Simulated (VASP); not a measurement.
# YSe2 (Fm-3m) in VASP: vibrations by perturbation theory with PBEsol

Aim: the vibrations by perturbation theory of YSe2 with PBEsol.

All numbers are computed with VASP 6.6.1; they aren't measurements. Logs are shortened: lines on timing, memory, paths and dates and some standing lists are left out, and cuts for length are marked.

### Step 1. The cell of the first run

The structure is cubic, space group Fm-3m (No. 225). Conventional cell: a = 6.757 Å, b = 6.757 Å, c = 6.757 Å, α = 90.00°, β = 90.00°, γ = 90.00°. Within 3.9 Å of Y (site symmetry m-3m) lie 8 Se at 2.93 Å. Se (site symmetry -43m) has 4 Y at 2.93 Å and 6 Se at 3.38 Å within 3.9 Å.

### Step 2. Vibrations by perturbation theory, PBEsol

Contents of INCAR:

```
SYSTEM = YSe2
  PREC = Accurate
  ENCUT = 520
  EDIFF = 1E-8
  ISMEAR = 0
  SIGMA = 0.15
  LREAL = .False.
  LASPH = .True.
  NELM = 60
  ALGO = Normal
  ISIF = 2
  LWAVE = .False.
  LCHARG = .True.
  GGA = PS
  IBRION = 8
  NSW = 1
```

Contents of KPOINTS:

```
regular mesh
0
Gamma
  10 10 10
  0 0 0
```

Contents of POSCAR:

```
YSe2
1.0
    0.0000000000      3.3784000855      3.3784000855
    3.3784000855      0.0000000000      3.3784000855
    3.3784000855      3.3784000855      0.0000000000
Y Se
1 2
Direct
    0.0000000000      0.0000000000      0.0000000000
    0.2500000000      0.2500000000      0.2500000000
    0.7500000000      0.7500000000      0.7500000000
```

Potentials or basis: VASP PAW PBE potentials, release 64 (Y_sv, Se).

Command:

```sh
> cat potpaw_PBE.64/Y_sv/POTCAR potpaw_PBE.64/Se/POTCAR > POTCAR
> mpirun -np 1 vasp_std > vasp.out
```

OUTCAR:

```text
SYSTEM = YSe2
   PREC = Accurate
   ENCUT = 520
   EDIFF = 1E-8
   ISMEAR = 0
   LREAL = .False.
   LASPH = .True.
   NELM = 60
   ISIF = 2
   GGA = PS
   IBRION = 8
   NSW = 1

 ion  position               nearest neighbor table
   1  0.000  0.000  0.000-   3 2.93   3 2.93   3 2.93   2 2.93   3 2.93   2 2.93   2 2.93   2 2.93

   2  0.250  0.250  0.250-   1 2.93   1 2.93   1 2.93   1 2.93
   3  0.750  0.750  0.750-   1 2.93   1 2.93   1 2.93   1 2.93

  LATTYP: Found a face centered cubic cell.
 ALAT       =     6.7568001710

  Lattice vectors:

 A1 = (   0.0000000000,   3.3784000855,   3.3784000855)
 A2 = (   3.3784000855,   0.0000000000,   3.3784000855)
 A3 = (   3.3784000855,   3.3784000855,   0.0000000000)

Analysis of symmetry for initial positions (statically):
=====================================================================
 Subroutine PRICEL returns:
 Original cell was already a primitive cell.

 Routine SETGRP: Setting up the symmetry group for a
 face centered cubic supercell.

 Subroutine GETGRP returns: Found 48 space group operations
 (whereof 48 operations were pure point group operations)
 out of a pool of 48 trial point group operations.

The static configuration has the point symmetry O_h .

Analysis of symmetry for dynamics (positions and initial velocities):
=====================================================================
 Subroutine PRICEL returns:
 Original cell was already a primitive cell.

 Routine SETGRP: Setting up the symmetry group for a
 face centered cubic supercell.

 Subroutine GETGRP returns: Found 48 space group operations
 (whereof 48 operations were pure point group operations)
 out of a pool of 48 trial point group operations.

The dynamic configuration has the point symmetry O_h .

 Subroutine INISYM returns: Found 48 space group operations
 (whereof 48 operations are pure point group operations),
 and found     1 'primitive' translations

----------------------------------------------------------------------------------------

                                     Primitive cell

  volume of cell :      77.1193

  direct lattice vectors                    reciprocal lattice vectors
     0.000000000  3.378400086  3.378400086    -0.147999049  0.147999049  0.147999049
     3.378400086  0.000000000  3.378400086     0.147999049 -0.147999049  0.147999049
     3.378400086  3.378400086  0.000000000     0.147999049  0.147999049 -0.147999049

  length of vectors
     4.777779220  4.777779220  4.777779220     0.256341872  0.256341872  0.256341872

  position of ions in fractional coordinates (direct lattice)
     0.000000000  0.000000000  0.000000000
     0.250000000  0.250000000  0.250000000
     0.750000000  0.750000000  0.750000000

  ion indices of the primitive-cell ions
   primitive index   ion index
                 1           1
                 2           2
                 3           3

----------------------------------------------------------------------------------------

 KPOINTS: regular mesh

Automatic generation of k-mesh.
 Grid dimensions read from file:
 generate k-points for:   10   10   10

 Generating k-lattice:

  Cartesian coordinates                     Fractional coordinates (reciprocal lattice)
    -0.014799905  0.014799905  0.014799905     0.100000000  0.000000000  0.000000000
[... 99 lines left out ...]
 number of electron      23.0000000 magnetization

 Free energy of the ion-electron system (eV)
  ---------------------------------------------------
  ext. energy  EPLUGINS =         0.00000000
  ---------------------------------------------------
  free energy    TOTEN  =       -18.58459922 eV

  energy without entropy =      -18.55350043  energy(sigma->0) =      -18.56904983

 E-fermi :   2.9403     XC(G=0):  -9.6503

 val. band max:        2.9291183168   @ k =   0.4000   0.3000   0.1000
 cond. band min:       2.9572003563   @ k =  -0.4000   0.3000   0.1000
 fundamental gap:      0.0280820395
 Fermi energy:         2.9403312262

 k-point     1 :       0.0000    0.0000    0.0000
  band No.  band energies     occupation
      1     -39.1206      2.00000
      2     -19.1400      2.00000
      3     -19.1400      2.00000
      4     -19.1400      2.00000
      5     -10.2218      2.00000
      6      -7.8801      2.00000
      7      -0.5937      2.00000
      8      -0.5937      2.00000
      9      -0.5937      2.00000
     10       3.1059      0.11851
     11       3.1059      0.11851
     12       3.1059      0.11851
     13       5.1770      0.00000
     14       5.1770      0.00000
[... 401 lines left out ...]
      2     -19.2056      2.00000
      3     -19.1591      2.00000
      4     -19.1562      2.00000
      5      -9.3513      2.00000
      6      -8.6302      2.00000
      7      -1.0263      2.00000
      8      -0.2853      2.00000
      9      -0.2503      2.00000
     10       2.5413      1.99983
     11       2.6404      1.99531
     12       2.7043      1.97392
     13       5.3001      0.00000
     14       6.0306      0.00000
     15       7.4904      0.00000

 [... further k-points ...]
[... 5 lines left out ...]
  --------------------------------------------------------------------------------------
  -------------------------------------------------------------------------------------
  Total        0.0563389      0.0563389      0.0563389     -0.0000000      0.0000000     -0.0000000
  in kB        1.1704585      1.1704585      1.1704585     -0.0000000      0.0000000     -0.0000000
  external PRESSURE =       1.1704585 kB  Pullay stress =       0.0000000 kB

 VOLUME and BASIS-vectors are now :
 -----------------------------------------------------------------------------
  energy-cutoff  :      520.00
  volume of cell :       77.12
      direct lattice vectors                 reciprocal lattice vectors
     0.000000000  3.378400086  3.378400086    -0.147999049  0.147999049  0.147999049
     3.378400086  0.000000000  3.378400086     0.147999049 -0.147999049  0.147999049
     3.378400086  3.378400086  0.000000000     0.147999049  0.147999049 -0.147999049

 POSITION                                       TOTAL-FORCE (eV/Angst)
 -----------------------------------------------------------------------------------
      0.00000      0.00000      0.00000         0.000000      0.000000     -0.000000
      1.68920      1.68920      1.68920         0.000000      0.000000      0.000000
      5.06760      5.06760      5.06760        -0.000000     -0.000000     -0.000000
 -----------------------------------------------------------------------------------
    total drift:                               -0.000000      0.000000      0.000000

  FREE ENERGIE OF THE ION-ELECTRON SYSTEM (eV)
  ---------------------------------------------------
  free  energy   TOTEN  =       -18.5845992232 eV

  energy  without entropy=      -18.5535004345  energy(sigma->0) =      -18.56904983

[... ionic steps 2 to 3 ...]

--------------------------------------- Ionic step        4  -------------------------------------------

------------------------ aborting loop because EDIFF is reached ----------------------------------------

[... ionic steps 5 to 6 ...]

--------------------------------------- Ionic step        7  -------------------------------------------

 Free energy of the ion-electron system (eV)
  ---------------------------------------------------
  ---------------------------------------------------
  free energy    TOTEN  =        -0.08747059 eV

  energy without entropy =       -0.08747059

------------------------ aborting loop because EDIFF is reached ----------------------------------------

 INTERNAL STRAIN TENSOR  FOR ION    2  DIRECTION 1   (eV/Angst):
 -----------------------------------------------------------------------------
     0.00522  0.00000  0.00000
     0.00000 -0.00141 -6.18463
     0.00000 -6.18463 -0.00141

 INTERNAL STRAIN TENSOR FOR ION    3 for displacements in x,y,z  (eV/Angst):
          X           Y           Z          XY          YZ          ZX
  --------------------------------------------------------------------------------
  x     0.00000     0.00000     0.00000     0.00000     6.18463     0.00000
  y     0.00000     0.00000     0.00000     0.00000     0.00000     6.18463
  z     0.00000     0.00000     0.00000     6.18463     0.00000     0.00000

 SECOND DERIVATIVES (NOT SYMMETRIZED)
 ------------------------------------
               1X          1Y          1Z          2X          2Y          2Z          3X          3Y          3Z
  1X    -3.730570    0.000000    0.000000    1.865285    0.000000    0.000000    1.865285    0.000000    0.000000
  1Y     0.000000   -3.730570    0.000000    0.000000    1.865285    0.000000    0.000000    1.865285    0.000000
  1Z     0.000000    0.000000   -3.730570    0.000000    0.000000    1.865285    0.000000    0.000000    1.865285
  2X     1.869421    0.000000    0.000000   -3.979733    0.000000    0.000000    2.110311    0.000000    0.000000
  2Y     0.000000    1.869421    0.000000    0.000000   -3.979733    0.000000    0.000000    2.110311    0.000000
  2Z     0.000000    0.000000    1.869421    0.000000    0.000000   -3.979733    0.000000    0.000000    2.110311
  3X     1.869421    0.000000    0.000000    2.110311    0.000000    0.000000   -3.979733    0.000000    0.000000
  3Y     0.000000    1.869421    0.000000    0.000000    2.110311    0.000000    0.000000   -3.979733    0.000000
  3Z     0.000000    0.000000    1.869421    0.000000    0.000000    2.110311    0.000000    0.000000   -3.979733

 Eigenvectors and eigenvalues of the dynamical matrix
 ----------------------------------------------------

   1 f  =    4.341676 THz    27.279552 2PiTHz  144.822710 cm-1    17.955719 meV
             X         Y         Z           dx          dy          dz
      0.000000  0.000000  0.000000     0.000000   -0.000000    0.000000
      1.689200  1.689200  1.689200    -0.617551   -0.339548   -0.057771
      5.067600  5.067600  5.067600     0.617551    0.339548    0.057771
[... 43 lines left out ...]
   9 f/i=    0.002130 THz     0.013383 2PiTHz    0.071046 cm-1     0.008809 meV
             X         Y         Z           dx          dy          dz
      0.000000  0.000000  0.000000     0.578846    0.160096   -0.003728
      1.689200  1.689200  1.689200     0.544904    0.150709   -0.003510
      5.067600  5.067600  5.067600     0.544904    0.150709   -0.003510

--------------------------------------------------------------------------------------------------------

 ELASTIC MODULI CONTR FROM IONIC RELAXATION (kBar)
 Direction    XX          YY          ZZ          XY          YZ          ZX
 --------------------------------------------------------------------------------
 XX           0.0000      0.0000      0.0000      0.0000      0.0000      0.0000
 YY           0.0000      0.0000      0.0000      0.0000      0.0000      0.0000
 ZZ           0.0000      0.0000      0.0000      0.0000      0.0000      0.0000
 XY           0.0000      0.0000      0.0000   -260.9659      0.0000     -0.0000
 YZ           0.0000      0.0000      0.0000      0.0000   -260.9659     -0.0000
 ZX           0.0000      0.0000      0.0000     -0.0000     -0.0000   -260.9659
 --------------------------------------------------------------------------------
```

Wall time 17 min (1 thread of Intel Xeon Platinum 8375C at 2.90GHz (Ice Lake), shared host); peak memory 0.61 GiB.

Results:

- Highest phonon frequency at Γ, LO-TO splitting left out: 145 cm⁻¹

Phonon frequencies in cm⁻¹ (negative: imaginary):
```tsv
q point	frequencies
(0.000, 0.000, 0.000)	0 0 0 134 134 134 145 145 145
```

Caveat: the PAW data sets were made with another functional, which shifts forces and pressure a little.
